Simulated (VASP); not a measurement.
# Tc3Ge (Fm-3m) in VASP: single point with LDA

Aim: the single point of Tc3Ge with LDA.

Everything below comes from runs of VASP 6.6.1. Logs are shortened: lines on timing, memory, paths and dates and some standing lists are left out, and cuts for length are marked.

## 1. The cell of the first run

It takes space group Fm-3m (No. 225, cubic). The conventional cell has a = 6.062 Å, b = 6.062 Å, c = 6.062 Å, α = 90.00°, β = 90.00°, γ = 90.00°. Ge (site symmetry m-3m) has 14 Tc at 2.62 to 3.03 Å within 3.5 Å. Within 3.5 Å of Tc (site symmetry m-3m) lie 8 Tc at 2.62 Å and 6 Ge at 3.03 Å. Within 3.5 Å of Tc (site symmetry -43m) lie 4 Ge at 2.62 Å and 10 Tc at 2.62 to 3.03 Å.

## 2. Single point, LDA

The input, INCAR:

```
  PREC = Accurate
  ENCUT = 520
  EDIFF = 1E-6
  ISMEAR = 1
  SIGMA = 0.05
  LREAL = False
  LASPH = True
  NELM = 100
  ALGO = Normal
  ISIF = 2
  LWAVE = False
  LCHARG = True
  LELF = True
  LVHAR = True
  NBANDS = 34
```

The input, KPOINTS:

```
regular mesh
0
Gamma
  6 6 6
```

The input, POSCAR:

```
Tc3Ge
1.0
    0.0000000000      3.0309492398      3.0309492398
    3.0309492398      0.0000000000      3.0309492398
    3.0309492398      3.0309492398      0.0000000000
Ge Tc
1 3
Direct
    0.0000000000      0.0000000000      0.0000000000
    0.5000000000      0.5000000000      0.5000000000
    0.2500000000      0.2500000000      0.2500000000
    0.7500000000      0.7500000000      0.7500000000
```

Potentials or basis: VASP PAW LDA potentials, release 64 (Ge_d, Tc_pv).

Run with:

```
> cat potpaw_LDA.64/Ge_d/POTCAR potpaw_LDA.64/Tc_pv/POTCAR > POTCAR
> mpirun -np 1 vasp_std > vasp.out
```

OUTCAR:

```text
PREC = Accurate
   ENCUT = 520
   EDIFF = 1E-6
   ISMEAR = 1
   LREAL = False
   LASPH = True
   NELM = 100
   ISIF = 2

 ion  position               nearest neighbor table
   1  0.000  0.000  0.000-   4 2.62   4 2.62   4 2.62   3 2.62   4 2.62   3 2.62   3 2.62   3 2.62
                             2 3.03   2 3.03   2 3.03   2 3.03   2 3.03   2 3.03
   2  0.500  0.500  0.500-   3 2.62   3 2.62   3 2.62   3 2.62   4 2.62   4 2.62   4 2.62   4 2.62
                             1 3.03   1 3.03   1 3.03   1 3.03   1 3.03   1 3.03
   3  0.250  0.250  0.250-   1 2.62   1 2.62   1 2.62   1 2.62   2 2.62   2 2.62   2 2.62   2 2.62
                             4 3.03   4 3.03   4 3.03   4 3.03   4 3.03   4 3.03
   4  0.750  0.750  0.750-   2 2.62   2 2.62   2 2.62   1 2.62   2 2.62   1 2.62   1 2.62   1 2.62
                             3 3.03   3 3.03   3 3.03   3 3.03   3 3.03   3 3.03

  LATTYP: Found a face centered cubic cell.
 ALAT       =     6.0618984796

  Lattice vectors:

 A1 = (   0.0000000000,   3.0309492398,   3.0309492398)
 A2 = (   3.0309492398,   0.0000000000,   3.0309492398)
 A3 = (   3.0309492398,   3.0309492398,   0.0000000000)

Analysis of symmetry for initial positions (statically):
=====================================================================
 Subroutine PRICEL returns:
 Original cell was already a primitive cell.

 Routine SETGRP: Setting up the symmetry group for a
 face centered cubic supercell.

 Subroutine GETGRP returns: Found 48 space group operations
 (whereof 48 operations were pure point group operations)
 out of a pool of 48 trial point group operations.

The static configuration has the point symmetry O_h .

Analysis of symmetry for dynamics (positions and initial velocities):
=====================================================================
 Subroutine PRICEL returns:
 Original cell was already a primitive cell.

 Routine SETGRP: Setting up the symmetry group for a
 face centered cubic supercell.

 Subroutine GETGRP returns: Found 48 space group operations
 (whereof 48 operations were pure point group operations)
 out of a pool of 48 trial point group operations.

The dynamic configuration has the point symmetry O_h .

 Subroutine INISYM returns: Found 48 space group operations
 (whereof 48 operations are pure point group operations),
 and found     1 'primitive' translations

----------------------------------------------------------------------------------------

                                     Primitive cell

  volume of cell :      55.6886

  direct lattice vectors                    reciprocal lattice vectors
     0.000000000  3.030949240  3.030949240    -0.164964821  0.164964821  0.164964821
     3.030949240  0.000000000  3.030949240     0.164964821 -0.164964821  0.164964821
     3.030949240  3.030949240  0.000000000     0.164964821  0.164964821 -0.164964821

  length of vectors
     4.286409522  4.286409522  4.286409522     0.285727452  0.285727452  0.285727452

  position of ions in fractional coordinates (direct lattice)
     0.000000000  0.000000000  0.000000000
     0.500000000  0.500000000  0.500000000
     0.250000000  0.250000000  0.250000000
     0.750000000  0.750000000  0.750000000

  ion indices of the primitive-cell ions
   primitive index   ion index
                 1           1
                 2           2
                 3           3
                 4           4

----------------------------------------------------------------------------------------

 KPOINTS: regular mesh

Automatic generation of k-mesh.
 Grid dimensions read from file:
 generate k-points for:    6    6    6

 Generating k-lattice:

  Cartesian coordinates                     Fractional coordinates (reciprocal lattice)
    -0.027494137  0.027494137  0.027494137     0.166666667  0.000000000  0.000000000
     0.027494137 -0.027494137  0.027494137     0.000000000  0.166666667  0.000000000
     0.027494137  0.027494137 -0.027494137     0.000000000  0.000000000  0.166666667

  Length of vectors
     0.047621242  0.047621242  0.047621242

  Shift w.r.t. Gamma in fractional coordinates (k-lattice)
     0.000000000  0.000000000  0.000000000

 Subroutine IBZKPT returns following result:
 ===========================================

 Found     16 irreducible k-points:

 Following reciprocal coordinates:
            Coordinates               Weight
  0.000000  0.000000  0.000000      1.000000
  0.166667  0.000000  0.000000      8.000000
  0.333333  0.000000  0.000000      8.000000
  0.500000  0.000000  0.000000      4.000000
  0.166667  0.166667  0.000000      6.000000
  0.333333  0.166667  0.000000     24.000000
[... 8 lines left out ...]
 -0.333333  0.333333  0.166667     24.000000
 -0.333333  0.500000  0.166667     12.000000
   k-points           NKPTS =     16   k-points in BZ     NKDIM =     16   number of bands    NBANDS=     34
   number of dos      NEDOS =    301   number of ions     NIONS =      4
   total plane-waves  NPLWV =  32768
   dimension x,y,z NGX =    32 NGY =   32 NGZ =   32
   dimension x,y,z NGXF=    64 NGYF=   64 NGZF=   64
   ions per type =               1   3
   NGX,Y,Z   is equivalent  to a cutoff of  12.41, 12.41, 12.41 a.u.
   NGXF,Y,Z  is equivalent  to a cutoff of  24.82, 24.82, 24.82 a.u.
 SYSTEM =  unknown system
   PREC   = accura    normal or accurate (medium, high low for compatibility)
   ISTART =      0    job   : 0-new  1-cont  2-samecut
   ICHARG =      2    charge: 1-file 2-atom 10-const
   ISPIN  =      1    spin polarized calculation?
   LNONCOLLINEAR =      F non collinear calculations
   LSORBIT =      F    spin-orbit coupling
   LASPH  =      T    aspherical Exc in radial PAW
   ENCUT  =  520.0 eV  38.22 Ry    6.18 a.u.   7.97  7.97  7.97*2*pi/ulx,y,z
   NELM   =    100;   NELMIN=  2; NELMDL= -5     # of ELM steps
   EDIFF  = 0.1E-05   stopping-criterion for ELM
   LREAL  =      F    real-space projection
[... 7 lines left out ...]
   TEBEG  =    0.0;   TEEND  =   0.0 temperature during run
   PSTRESS=    0.0 pullay stress
   NELECT =      53.0000    total number of electrons
   NUPDOWN=      -1.0000    fix difference up-down
   EMIN   =  10.00;   EMAX   =-10.00  energy-range for DOS
   EFERMI =   0.00;   METHOD = LEGACY
   ISMEAR =     1;   SIGMA  =   0.05  broadening in eV -4-tet -1-fermi 0-gaus
   EFERMI_NEDOS =   21; number of points for ismear=-14 and -15
   IALGO  =     38    algorithm
   IMIX   =      4    mixing-type and parameters
     AMIX     =   0.40;   BMIX     =  1.00
     AMIX_MAG =   1.60;   BMIX_MAG =  1.00
  volume/ion in A,a.u.               =      13.92        93.95
  Fermi-wavevector in a.u.,A,eV,Ry     =   1.610317  3.043058 35.281564  2.593122
  Thomas-Fermi vector in A             =   2.705887
   LORBIT       =      0    0 simple, 1 ext, 2 COOP (PROOUT), +10 PAW based schemes
   GGA     = CA    functional components
   LHFCALC =     F    Hartree Fock is set to
   AEXX    =    0.0000 exact exchange contribution
   IVDW    =     0    specifies the selected vdW correction
   LEPSILON=     F    determine dielectric tensor
   LRPA    =     F    only Hartree local field effects (RPA)
 non-spin polarized calculation
 Methfessel and Paxton  Order N= 1 SIGMA  =   0.05
  energy-cutoff  :      520.00
  volume of cell :       55.69
 maximum number of plane-waves:      1524
   NGX = 15   NGY = 15   NGZ = 15

 number of electron      53.0000006 magnetization

 Free energy of the ion-electron system (eV)
  ---------------------------------------------------
  ext. energy  EPLUGINS =         0.00000000
  ---------------------------------------------------
  free energy    TOTEN  =       -40.15924285 eV

  energy without entropy =      -40.15596249  energy(sigma->0) =      -40.15814940

 E-fermi :  12.5863     XC(G=0): -13.9452

 val. band max:       12.5811114438   @ k =   0.5000   0.3333   0.0000
 cond. band min:      12.5911075090   @ k =  -0.3333   0.1667   0.0000
 fundamental gap:      0.0099960652
 Fermi energy:        12.5862649237

 k-point     1 :       0.0000    0.0000    0.0000
  band No.  band energies     occupation
      1     -26.8440      2.00000
      2     -26.8440      2.00000
      3     -26.8440      2.00000
      4     -26.2116      2.00000
      5     -26.2116      2.00000
      6     -26.2116      2.00000
[... 26 lines left out ...]
     33      17.2197      0.00000
     34      17.2197      0.00000

 k-point     2 :       0.1667    0.0000    0.0000
  band No.  band energies     occupation
      1     -26.8654      2.00000
      2     -26.8654      2.00000
      3     -26.8594      2.00000
      4     -26.1840      2.00000
      5     -26.1840      2.00000
      6     -26.1427      2.00000
[... 26 lines left out ...]
     33      17.5831      0.00000
     34      18.0298      0.00000

 k-point     3 :       0.3333    0.0000    0.0000
  band No.  band energies     occupation
      1     -26.9038      2.00000
      2     -26.9038      2.00000
      3     -26.8643      2.00000
      4     -26.1319      2.00000
      5     -26.1319      2.00000
      6     -26.0561      2.00000
[... 26 lines left out ...]
     33      18.2284      0.00000
     34      18.2284      0.00000

 k-point     4 :       0.5000    0.0000    0.0000
  band No.  band energies     occupation
      1     -26.9214      2.00000
      2     -26.9214      2.00000
      3     -26.8552      2.00000
      4     -26.1067      2.00000
      5     -26.1067      2.00000
      6     -26.1059      2.00000
[... 26 lines left out ...]
     33      18.4979      0.00000
     34      18.4979      0.00000

 k-point     5 :       0.1667    0.1667    0.0000
  band No.  band energies     occupation
      1     -26.8941      2.00000
      2     -26.8941      2.00000
      3     -26.8221      2.00000
      4     -26.1589      2.00000
      5     -26.1589      2.00000
      6     -26.1458      2.00000
[... 325 lines left out ...]
 k-point    14 :       0.5000    0.3333    0.1667
  band No.  band energies     occupation
      1     -26.9771      2.00000
      2     -26.9287      2.00000
      3     -26.8273      2.00000
      4     -26.1641      2.00000
      5     -26.0570      2.00000
      6     -26.0179      2.00000
[... 26 lines left out ...]
     33      15.7694      0.00000
     34      18.3742      0.00000

 k-point    15 :      -0.3333    0.3333    0.1667
  band No.  band energies     occupation
      1     -26.9980      2.00000
      2     -26.8847      2.00000
      3     -26.8712      2.00000
      4     -26.2153      2.00000
      5     -26.0199      2.00000
      6     -25.9932      2.00000
[... 26 lines left out ...]
     33      15.5285      0.00000
     34      18.8658      0.00000

 k-point    16 :      -0.3333    0.5000    0.1667
  band No.  band energies     occupation
      1     -27.0238      2.00000
      2     -26.9459      2.00000
      3     -26.7912      2.00000
      4     -26.2556      2.00000
      5     -25.9656      2.00000
      6     -25.9516      2.00000
[... 26 lines left out ...]
     33      14.9388      0.00000
     34      19.1152      0.00000

------------------------ aborting loop because EDIFF is reached ----------------------------------------

  FORCE on cell =-STRESS in cart. coord.  units (eV):
  Direction    XX          YY          ZZ          XY          YZ          ZX
  --------------------------------------------------------------------------------------
  -------------------------------------------------------------------------------------
  Total       -1.1084242     -1.1084242     -1.1084242      0.0000000      0.0000000     -0.0000000
  in kB      -31.8897105    -31.8897105    -31.8897105      0.0000000      0.0000000     -0.0000000
  external PRESSURE =     -31.8897105 kB  Pullay stress =       0.0000000 kB

 VOLUME and BASIS-vectors are now :
 -----------------------------------------------------------------------------
  energy-cutoff  :      520.00
  volume of cell :       55.69
      direct lattice vectors                 reciprocal lattice vectors
     0.000000000  3.030949240  3.030949240    -0.164964821  0.164964821  0.164964821
     3.030949240  0.000000000  3.030949240     0.164964821 -0.164964821  0.164964821
     3.030949240  3.030949240  0.000000000     0.164964821  0.164964821 -0.164964821

 POSITION                                       TOTAL-FORCE (eV/Angst)
 -----------------------------------------------------------------------------------
      0.00000      0.00000      0.00000         0.000000      0.000000     -0.000000
      3.03095      3.03095      3.03095         0.000000      0.000000     -0.000000
      1.51547      1.51547      1.51547         0.000000      0.000000      0.000000
      4.54642      4.54642      4.54642        -0.000000     -0.000000     -0.000000
 -----------------------------------------------------------------------------------
    total drift:                                0.000000     -0.000000      0.000000

  FREE ENERGIE OF THE ION-ELECTRON SYSTEM (eV)
  ---------------------------------------------------
  free  energy   TOTEN  =       -40.1592428543 eV

  energy  without entropy=      -40.1559624919  energy(sigma->0) =      -40.15814940
```

Run time: 18 s. Hardware: 1 thread of Intel Xeon Platinum 8488C (Sapphire Rapids), shared host; peak memory 0.16 GiB.

What came out:

```
Free energy            : -40.1592 eV
Pressure               : -3.2 GPa
Band gap on the k mesh : zero (an odd number of electrons rules out a gap without spin polarisation)
```

Levels at points of the mesh, in eV from the Fermi level:
| k point | band 22 | band 23 | band 24 | band 25 | band 26 | band 27 | band 28 | band 29 | band 30 | band 31 |
| --- | --- | --- | --- | --- | --- | --- | --- | --- | --- | --- |
| (0.00, 0.00, 0.00) | -2.94 | -2.94 | 0.78 | 0.78 | 0.78 | 0.90 | 0.90 | 0.97 | 1.72 | 1.72 |
| (0.50, 0.00, 0.00) | -2.29 | -2.29 | -1.42 | -1.42 | -1.02 | 0.64 | 0.64 | 0.83 | 0.83 | 1.28 |
| (0.50, 0.50, 0.00) | -3.06 | -3.06 | -1.95 | -0.42 | -0.42 | -0.32 | 0.29 | 0.58 | 1.61 | 1.68 |

Caveat: the cell stands under tension.
